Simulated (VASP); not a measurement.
# InSe2 (P4/nmm) in VASP: further runs, part 2 of 3

VASP 6.6.1.

### Step 3. Single point, PBEsol

INCAR

```
PREC = Accurate
ENCUT = 500
EDIFF = 1E-6
ISMEAR = 0
SIGMA = 0.1
LREAL = False
LASPH = True
NELM = 120
ALGO = Normal
ISIF = 2
LWAVE = False
LCHARG = False
GGA = PS
NBANDS = 34
GGA_COMPAT = False
```

KPOINTS

```
Automatic mesh
0
Gamma
  1 1 1
```

POSCAR

```
InSe2
1.0
    3.8948930000      0.0000000000      0.0000000000
    0.0000000000      3.8948930000      0.0000000000
    0.0000000000      0.0000000000      9.6262310000
In Se
2 4
Direct
    0.0000000000      0.5000000000      0.7064680000
    0.5000000000      0.0000000000      0.2935320000
    0.0000000000      0.5000000000      0.3662120000
    0.5000000000      0.0000000000      0.6337880000
    0.0000000000      0.0000000000      0.0000000000
    0.5000000000      0.5000000000      0.0000000000
```

Potentials or basis: VASP PAW PBE potentials, release 64 (In_d, Se).

On the command line:

```
> cat potpaw_PBE.64/In_d/POTCAR potpaw_PBE.64/Se/POTCAR > POTCAR
> mpirun -np 1 vasp_gam > vasp.out
```

OUTCAR:

```text
PREC = Accurate
   ENCUT = 500
   EDIFF = 1E-6
   ISMEAR = 0
   LREAL = False
   LASPH = True
   NELM = 120
   ISIF = 2
   GGA = PS

 ion  position               nearest neighbor table
   1  0.000  0.500  0.706-   4 2.84   4 2.84   4 2.84   4 2.84   3 3.28
   2  0.500  0.000  0.294-   3 2.84   3 2.84   3 2.84   3 2.84   4 3.28
   3  0.000  0.500  0.366-   2 2.84   2 2.84   2 2.84   2 2.84   1 3.28
   4  0.500  0.000  0.634-   1 2.84   1 2.84   1 2.84   1 2.84   2 3.28
   5  0.000  0.000  0.000-   6 2.75   6 2.75   6 2.75   6 2.75
   6  0.500  0.500  0.000-   5 2.75   5 2.75   5 2.75   5 2.75

  LATTYP: Found a simple tetragonal cell.
 ALAT       =     3.8948930000
 C/A-ratio  =     2.4715007575

  Lattice vectors:

 A1 = (   3.8948930000,   0.0000000000,   0.0000000000)
 A2 = (   0.0000000000,   3.8948930000,   0.0000000000)
 A3 = (   0.0000000000,   0.0000000000,   9.6262310000)

Analysis of symmetry for initial positions (statically):
=====================================================================
 Subroutine PRICEL returns:
 Original cell was already a primitive cell.

 Routine SETGRP: Setting up the symmetry group for a
 simple tetragonal supercell.

 Subroutine GETGRP returns: Found 16 space group operations
 (whereof  8 operations were pure point group operations)
 out of a pool of 16 trial point group operations.

The static configuration has the point symmetry D_2d.
 The point group associated with its full space group is D_4h.

Analysis of symmetry for dynamics (positions and initial velocities):
=====================================================================
 Subroutine PRICEL returns:
 Original cell was already a primitive cell.

 Routine SETGRP: Setting up the symmetry group for a
 simple tetragonal supercell.

 Subroutine GETGRP returns: Found 16 space group operations
 (whereof  8 operations were pure point group operations)
[... 107 lines left out ...]
     AMIX_MAG =   1.60;   BMIX_MAG =  1.00
  volume/ion in A,a.u.               =      24.34       164.25
  Fermi-wavevector in a.u.,A,eV,Ry     =   1.145291  2.164286 17.846635  1.311691
  Thomas-Fermi vector in A             =   2.281980
   LORBIT       =      0    0 simple, 1 ext, 2 COOP (PROOUT), +10 PAW based schemes
   GGA     = PS    functional components
   LHFCALC =     F    Hartree Fock is set to
   AEXX    =    0.0000 exact exchange contribution
   IVDW    =     0    specifies the selected vdW correction
   LEPSILON=     F    determine dielectric tensor
   LRPA    =     F    only Hartree local field effects (RPA)
 non-spin polarized calculation
 Gauss-broadening in eV      SIGMA  =   0.10
  energy-cutoff  :      500.00
  volume of cell :      146.03
 maximum number of plane-waves:      1846
   NGX = 15   NGY = 15   NGZ = 35

 number of electron      49.9999994 magnetization

 Free energy of the ion-electron system (eV)
  ---------------------------------------------------
  ext. energy  EPLUGINS =         0.00000000
  ---------------------------------------------------
  free energy    TOTEN  =       -15.69641697 eV

  energy without entropy =      -15.69641697  energy(sigma->0) =      -15.69641697

 E-fermi :   5.1007     XC(G=0):  -9.9284

 val. band max:        4.6240417227   @ k =   0.0000   0.0000   0.0000
 cond. band min:       5.5940012859   @ k =   0.0000   0.0000   0.0000
 fundamental gap:      0.9699595632
 Fermi energy:         5.1006798161

 k-point     1 :       0.0000    0.0000    0.0000
  band No.  band energies     occupation
      1     -12.2028      2.00000
      2      -8.5044      2.00000
      3      -8.4457      2.00000
      4      -8.2883      2.00000
      5      -8.2778      2.00000
      6      -8.2750      2.00000
[... 26 lines left out ...]
     33      10.8479      0.00000
     34      10.9403      0.00000

------------------------ aborting loop because EDIFF is reached ----------------------------------------

  FORCE on cell =-STRESS in cart. coord.  units (eV):
  Direction    XX          YY          ZZ          XY          YZ          ZX
  --------------------------------------------------------------------------------------
  -------------------------------------------------------------------------------------
  Total       17.5748288     17.5748288     -0.4674516      0.0000000      0.0000000     -0.0000000
  in kB      192.8210056    192.8210056     -5.1286127      0.0000000      0.0000000     -0.0000000
  external PRESSURE =     126.8377995 kB  Pullay stress =       0.0000000 kB

 VOLUME and BASIS-vectors are now :
 -----------------------------------------------------------------------------
  energy-cutoff  :      500.00
  volume of cell :      146.03
      direct lattice vectors                 reciprocal lattice vectors
     3.894893000  0.000000000  0.000000000     0.256746463  0.000000000  0.000000000
     0.000000000  3.894893000  0.000000000     0.000000000  0.256746463  0.000000000
     0.000000000  0.000000000  9.626231000     0.000000000  0.000000000  0.103882818

 POSITION                                       TOTAL-FORCE (eV/Angst)
 -----------------------------------------------------------------------------------
      0.00000      1.94745      6.80062        -0.000000      0.000000     -2.838893
      1.94745      0.00000      2.82561         0.000000      0.000000      2.838893
      0.00000      1.94745      3.52524        -0.000000      0.000000      0.203634
      1.94745      0.00000      6.10099        -0.000000      0.000000     -0.203634
      0.00000      0.00000      0.00000        -0.000000      0.000000      0.000000
      1.94745      1.94745      0.00000         0.000000     -0.000000      0.000000
 -----------------------------------------------------------------------------------
    total drift:                                0.000000      0.000000      0.000000

  FREE ENERGIE OF THE ION-ELECTRON SYSTEM (eV)
  ---------------------------------------------------
  free  energy   TOTEN  =       -15.6964169734 eV

  energy  without entropy=      -15.6964169734  energy(sigma->0) =      -15.69641697
```

stdout:

```text
POSCAR found type information on POSCAR InSe
 POSCAR found :  2 types and       6 ions
 scaLAPACK will be used
 -----------------------------------------------------------------------------
|                                                                             |
|                                                                             |
|     You enforced a specific xc type in the INCAR file but a different       |
|     I HOPE YOU KNOW WHAT YOU ARE DOING!                                     |
|                                                                             |
 -----------------------------------------------------------------------------

 LDA part: xc-table for (Slater+PW92), standard interpolation
 POSCAR, INCAR and KPOINTS ok, starting setup
 FFT: planning ... GRIDC
 FFT: planning ... GRID_SOFT
 FFT: planning ... GRID
 WAVECAR not read
 entering main loop
```

Wall time 12 s (1 thread of AMD EPYC 7R43 (Zen 3), shared host); peak memory 0.17 GiB.

Results:

| Quantity | Value |
| --- | --- |
| Free energy | -15.6964 eV |
| Pressure | 12.7 GPa |
| Largest force | 2.839 eV/Å |

Forces on the atoms (eV/Å):
```
In   0.000  0.000 -2.839
In   0.000  0.000  2.839
Se   0.000  0.000  0.204
Se   0.000  0.000 -0.204
Se   0.000  0.000  0.000
Se   0.000  0.000  0.000
```

Stress tensor (GPa, compression positive):
```
19.28  0.00  0.00
 0.00 19.28  0.00
 0.00  0.00 -0.51
```

Caveat: the k points lie up to 1.61 Å⁻¹ apart; the PAW data sets were made with another functional, which shifts forces and pressure a little; spin-orbit coupling is left out, which moves the levels of the heavy elements.

### Step 4. Single point, PBEsol

This run uses another cell than the first one, of 3.61 Å³/atom.

Edit INCAR of step 3 so:

```diff
@@ -11,4 +11,6 @@
 LWAVE = False
-LCHARG = False
+LCHARG = True
 GGA = PS
+LELF = True
+LVHAR = True
 NBANDS = 34
```

KPOINTS

```
regular mesh
0
Gamma
  10 10 4
```

Edit POSCAR of step 3 so:

```diff
@@ -2,5 +2,5 @@
 1.0
-    3.8948930000      0.0000000000      0.0000000000
-    0.0000000000      3.8948930000      0.0000000000
-    0.0000000000      0.0000000000      9.6262310000
+    2.0610877931      0.0000000000      0.0000000000
+    0.0000000000      2.0610877931      0.0000000000
+    0.0000000000      0.0000000000      5.0939800419
 In Se
```

Potentials or basis: VASP PAW PBE potentials, release 64 (In_d, Se).

On the command line:

```
> cat potpaw_PBE.64/In_d/POTCAR potpaw_PBE.64/Se/POTCAR > POTCAR
> mpirun -np 1 vasp_std > vasp.out
```

OUTCAR:

```text
PREC = Accurate
   ENCUT = 500
   EDIFF = 1E-6
   ISMEAR = 0
   LREAL = False
   LASPH = True
   NELM = 120
   ISIF = 2
   GGA = PS

 ion  position               nearest neighbor table
   1  0.000  0.500  0.706-   4 1.50   4 1.50   4 1.50   4 1.50   3 1.73   5 1.82   6 1.82   6 1.82
                             5 1.82   2 2.56   2 2.56   2 2.56   2 2.56   3 2.69   3 2.69   3 2.69
   2  0.500  0.000  0.294-   3 1.50   3 1.50   3 1.50   3 1.50   4 1.73   6 1.82   6 1.82   5 1.82
                             5 1.82   1 2.56   1 2.56   1 2.56   1 2.56   4 2.69   4 2.69   4 2.69
   3  0.000  0.500  0.366-   2 1.50   2 1.50   2 1.50   2 1.50   1 1.73   4 2.00   4 2.00   4 2.00
                             4 2.00   6 2.13   6 2.13   5 2.13   5 2.13   1 2.69   1 2.69   1 2.69
   4  0.500  0.000  0.634-   1 1.50   1 1.50   1 1.50   1 1.50   2 1.73   3 2.00   3 2.00   3 2.00
                             3 2.00   6 2.13   5 2.13   6 2.13   5 2.13   2 2.69   2 2.69   2 2.69
   5  0.000  0.000  0.000-   6 1.46   6 1.46   6 1.46   6 1.46   2 1.82   2 1.82   1 1.82   1 1.82
                             4 2.13   4 2.13   3 2.13   3 2.13   2 2.75   1 2.75   2 2.75   2 2.75
   6  0.500  0.500  0.000-   5 1.46   5 1.46   5 1.46   5 1.46   2 1.82   1 1.82   1 1.82   2 1.82
                             4 2.13   3 2.13   4 2.13   3 2.13   1 2.75   1 2.75   2 2.75   1 2.75

 -----------------------------------------------------------------------------
|                                                                             |
|           W    W    AA    RRRRR   N    N  II  N    N   GGGG   !!!           |
|           W    W   A  A   R    R  NN   N  II  NN   N  G    G  !!!           |
|           W    W  A    A  R    R  N N  N  II  N N  N  G       !!!           |
|           W WW W  AAAAAA  RRRRR   N  N N  II  N  N N  G  GGG   !            |
|           WW  WW  A    A  R   R   N   NN  II  N   NN  G    G                |
|           W    W  A    A  R    R  N    N  II  N    N   GGGG   !!!           |
|                                                                             |
|     The distance between some ions is very small. Please check the          |
|     nearest-neighbor list in the OUTCAR file.                               |
|     I HOPE YOU KNOW WHAT YOU ARE DOING!                                     |
|                                                                             |
 -----------------------------------------------------------------------------

  LATTYP: Found a simple tetragonal cell.
 ALAT       =     2.0610877931
 C/A-ratio  =     2.4715007575

  Lattice vectors:

 A1 = (   2.0610877931,   0.0000000000,   0.0000000000)
[... 178 lines left out ...]
 number of electron      50.0000003 magnetization

 Free energy of the ion-electron system (eV)
  ---------------------------------------------------
  ext. energy  EPLUGINS =         0.00000000
  ---------------------------------------------------
  free energy    TOTEN  =       509.15828200 eV

  energy without entropy =      509.17216772  energy(sigma->0) =      509.16522486

 E-fermi :  59.8985     XC(G=0): -21.2718

 val. band max:       59.8602846768   @ k =   0.2000   0.1000   0.0000
 cond. band min:      59.8988578427   @ k =   0.3000   0.3000   0.0000
 fundamental gap:      0.0385731660
 Fermi energy:        59.8984966321

 k-point     1 :       0.0000    0.0000    0.0000
  band No.  band energies     occupation
      1      10.8316      2.00000
      2      17.7182      2.00000
      3      19.2509      2.00000
      4      19.2757      2.00000
      5      19.3768      2.00000
      6      20.0319      2.00000
[... 877 lines left out ...]
     33      67.1277      0.00000
     34      68.0766      0.00000

 [... further k-points ...]

------------------------ aborting loop because EDIFF is reached ----------------------------------------

  FORCE on cell =-STRESS in cart. coord.  units (eV):
  Direction    XX          YY          ZZ          XY          YZ          ZX
  --------------------------------------------------------------------------------------
  -------------------------------------------------------------------------------------
  Total     1215.2592595   1215.2592595    745.5771582      0.0000000      0.0000000      0.0000000
  in kB    89976.5423175  89976.5423175  55201.7639060      0.0000000      0.0000000      0.0000000
  external PRESSURE =   78384.9495137 kB  Pullay stress =       0.0000000 kB

 VOLUME and BASIS-vectors are now :
 -----------------------------------------------------------------------------
  energy-cutoff  :      500.00
  volume of cell :       21.64
      direct lattice vectors                 reciprocal lattice vectors
     2.061087793  0.000000000  0.000000000     0.485180691  0.000000000  0.000000000
     0.000000000  2.061087793  0.000000000     0.000000000  0.485180691  0.000000000
     0.000000000  0.000000000  5.093980042     0.000000000  0.000000000  0.196310153

 POSITION                                       TOTAL-FORCE (eV/Angst)
 -----------------------------------------------------------------------------------
      0.00000      1.03054      3.59873        -0.000000      0.000000     44.378665
      1.03054      0.00000      1.49525         0.000000      0.000000    -44.378665
      0.00000      1.03054      1.86548         0.000000      0.000000     45.876392
      1.03054      0.00000      3.22850        -0.000000      0.000000    -45.876392
      0.00000      0.00000      0.00000         0.000000      0.000000      0.000000
      1.03054      1.03054      0.00000         0.000000      0.000000      0.000000
 -----------------------------------------------------------------------------------
    total drift:                                0.000000      0.000000      0.000000

  FREE ENERGIE OF THE ION-ELECTRON SYSTEM (eV)
  ---------------------------------------------------
  free  energy   TOTEN  =       509.1582820048 eV

  energy  without entropy=      509.1721677247  energy(sigma->0) =      509.16522486
```

OSZICAR:

```text
N       E                     dE             d eps       ncg     rms          rms(c)
DAV:   1     0.104202185737E+04    0.10420E+04   -0.21700E+04  5510   0.276E+03
DAV:   2     0.527006905674E+03   -0.51501E+03   -0.48403E+03  4434   0.607E+02
DAV:   3     0.449939919988E+03   -0.77067E+02   -0.72703E+02  4884   0.192E+02
DAV:   4     0.446251353025E+03   -0.36886E+01   -0.35737E+01  5202   0.408E+01
DAV:   5     0.446140346314E+03   -0.11101E+00   -0.11065E+00  5552   0.599E+00    0.235E+02
DAV:   6     0.489195453631E+03    0.43055E+02   -0.11266E+01  7254   0.925E+01    0.127E+02
DAV:   7     0.507309050662E+03    0.18114E+02   -0.23172E+01  6892   0.511E+01    0.270E+01
DAV:   8     0.509138775347E+03    0.18297E+01   -0.76718E+00  6680   0.334E+01    0.134E+01
DAV:   9     0.509144976335E+03    0.62010E-02   -0.10350E+00  6350   0.781E+00    0.292E+00
DAV:  10     0.509156344453E+03    0.11368E-01   -0.59778E-02  6246   0.204E+00    0.272E+00
DAV:  11     0.509155811980E+03   -0.53247E-03   -0.51331E-03  6956   0.647E-01    0.174E+00
DAV:  12     0.509158160171E+03    0.23482E-02   -0.15406E-03  7176   0.773E-01    0.160E+00
DAV:  13     0.509158276268E+03    0.11610E-03   -0.50416E-04  6534   0.187E-01    0.848E-01
DAV:  14     0.509158280795E+03    0.45272E-05   -0.22567E-05  7072   0.803E-02    0.364E-01
DAV:  15     0.509158279275E+03   -0.15205E-05   -0.92696E-06  6540   0.803E-02    0.163E-01
DAV:  16     0.509158281896E+03    0.26207E-05   -0.49831E-06  5218   0.309E-02    0.130E-01
DAV:  17     0.509158282005E+03    0.10928E-06   -0.98928E-07  3772   0.985E-03
   1 F= 0.50915828E+03 E0= 0.50916522E+03  d E =-.138857E-01
```

stdout:

```text
POSCAR found type information on POSCAR InSe
 POSCAR found :  2 types and       6 ions
 scaLAPACK will be used
 -----------------------------------------------------------------------------
|                                                                             |
|                                                                             |
|     You enforced a specific xc type in the INCAR file but a different       |
[... 18 lines left out ...]
 -----------------------------------------------------------------------------

 POSCAR, INCAR and KPOINTS ok, starting setup
 FFT: planning ... GRIDC
 FFT: planning ... GRID_SOFT
 FFT: planning ... GRID
 WAVECAR not read
 entering main loop
```

Run time: 59 s. Hardware: 1 thread of AMD EPYC 7R43 (Zen 3), shared host; peak memory 0.12 GiB.

The run converged, but its numbers aren't listed here, since they failed a check.

Caveat: atoms lie so close that the PAW spheres overlap strongly, which falsifies energies and pressures; the cell stands under pressure; the PAW data sets were made with another functional, which shifts forces and pressure a little; spin-orbit coupling is left out, which moves the levels of the heavy elements.

### Step 5. Single point, PBEsol

INCAR

```
SYSTEM = InSe2
PREC = Accurate
ENCUT = 520
EDIFF = 1E-6
ISMEAR = 0
SIGMA = 0.1
LREAL = .False.
LASPH = .True.
NELM = 100
ALGO = Normal
ISIF = 2
LWAVE = .False.
LCHARG = .False.
GGA = PS
NBANDS = 34
```

KPOINTS

```
Automatic mesh
0
Gamma
  6 6 2
  0.5 0.5 0.5
```

Edit POSCAR of step 4 so:

```diff
@@ -2,5 +2,5 @@
 1.0
-    2.0610877931      0.0000000000      0.0000000000
-    0.0000000000      2.0610877931      0.0000000000
-    0.0000000000      0.0000000000      5.0939800419
+    3.8948930000      0.0000000000      0.0000000000
+    0.0000000000      3.8948930000      0.0000000000
+    0.0000000000      0.0000000000      9.6262310000
 In Se
```

On the command line:

```
> cat potpaw_PBE.64/In_d/POTCAR potpaw_PBE.64/Se/POTCAR > POTCAR
> mpirun -np 1 vasp_std > vasp.out
```

It took 20 s on 1 thread of Intel Xeon 6975P-C (Granite Rapids), shared host; peak memory 0.24 GiB.

It converged, with:

```
Free energy            : -22.5943 eV
Pressure               : -3.2 GPa
Largest force          : 0.143 eV/Å
Band gap on the k mesh : zero (bands 25 and 26 overlap by 1.12 eV)
```

Forces on the atoms (eV/Å):
```
In   0.000  0.000 -0.143
In   0.000  0.000  0.143
Se   0.000  0.000 -0.017
Se   0.000  0.000  0.017
Se   0.000  0.000  0.000
Se   0.000  0.000  0.000
```

Stress tensor (GPa, compression positive):
```
-3.59  0.00  0.00
 0.00 -3.59  0.00
 0.00  0.00 -2.30
```

Levels at points of the mesh, in eV from the Fermi level:
| k point | band 23 | band 24 | band 25 | band 26 | band 27 | band 28 |
| --- | --- | --- | --- | --- | --- | --- |
| (0.08, 0.08, 0.25) | -1.32 | -0.03 | 0.22 | 0.95 | 1.90 | 2.92 |

Caveat: the cell stands under tension; the PAW data sets were made with another functional, which shifts forces and pressure a little; spin-orbit coupling is left out, which moves the levels of the heavy elements.

(Part 2 of 3 ends here.)
